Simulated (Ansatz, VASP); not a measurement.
## One calculation of YAl3N4, two programs

Contents of INCAR:

```
SYSTEM = YAl3N4
PREC = Accurate ; ENCUT = 600
EDIFF = 1E-6 ; ISMEAR = 0
SIGMA = 0.1 ; LREAL = .False.
LASPH = .True. ; NELM = 100
ALGO = Normal ; ISIF = 3
LWAVE = .False. ; LCHARG = .False.
GGA = PE ; IBRION = 2
NSW = 90 ; EDIFFG = -0.04
```

Contents of KPOINTS:

```
Automatic mesh
0
Gamma
  4 4 6
  0 0 0
```

The input POSCAR:

```
YAl3N4
1.0
    3.4059072300     -4.8166802000      0.0000000000
    3.4059072300      4.8166802000      0.0000000000
    0.0000000000      0.0000000000      3.4059072300
Y Al N
1 3 4
Direct
    0.5000000000      0.5000000000      0.5000000000
    0.0000000000      0.5000000000      0.0000000000
    0.5000000000      0.0000000000      0.0000000000
    0.0000000000      0.0000000000      0.5000000000
    0.7500000000      0.7500000000      0.0000000000
    0.2500000000      0.2500000000      0.0000000000
    0.7500000000      0.2500000000      0.5000000000
    0.2500000000      0.7500000000      0.5000000000
```

Input for Ansatz:

```yaml
crystal:
  lattice:
    - [3.40590723, -4.8166802, 0.0]
    - [3.40590723, 4.8166802, 0.0]
    - [0.0, 0.0, 3.40590723]
  atoms:
    - { symbol: "Y", position: [0.5, 0.5, 0.5] }
    - { symbol: Al, position: [0.0, 0.5, 0.0] }
    - { symbol: Al, position: [0.5, 0.0, 0.0] }
    - { symbol: Al, position: [0.0, 0.0, 0.5] }
    - { symbol: "N", position: [0.75, 0.75, 0.0] }
    - { symbol: "N", position: [0.25, 0.25, 0.0] }
    - { symbol: "N", position: [0.75, 0.25, 0.5] }
    - { symbol: "N", position: [0.25, 0.75, 0.5] }
basis:
  ecutwfc: 420
kpoints:
  mp_grid: { grid: [4, 4, 6] }
hamiltonian:
  xc: pbe
scf:
  occupations: { method: gaussian, width: 0.1 }
  lower_state_search: "off"
output:
  forces: true
  stress: true
  eigenvalues: true
relax:
  adjacent_minimum: "off"
  f_tol: 0.04
  max_steps: 70
  cell: { stress_tol: 0.4 }
```

Alike in both runs: task relaxation of cell and atoms; functional PBE; k mesh 4 × 4 × 6; occupations gaussian, width 0.1 eV; no spin polarisation.

|  | VASP | Ansatz |
| --- | --- | --- |
| version | VASP 6.6.1 | Ansatz 0.2.0 |
| potentials or method | VASP PAW PBE potentials, release 64 (Y_sv, Al, N), cutoff 600 eV | scalar-relativistic, plane waves, PAW |
| valence electrons in the cell | 40 | 40 |

Ansatz gave:

* gap on the k mesh at the Fermi level, each at its own relaxed structure (eV): 1.75
* relaxed volume (Å³/atom): 10.15
* relaxed cell length with the largest relative difference (Å): 3.083

Q: What did VASP give for the same quantities?

A: gap on the k mesh at the Fermi level, each at its own relaxed structure (eV): 1.75; relaxed volume (Å³/atom): 10.13; relaxed cell length with the largest relative difference (Å): 3.076.

Noted on VASP's run: the volume moved by over 15 % at a fixed basis, so the end points are rough.
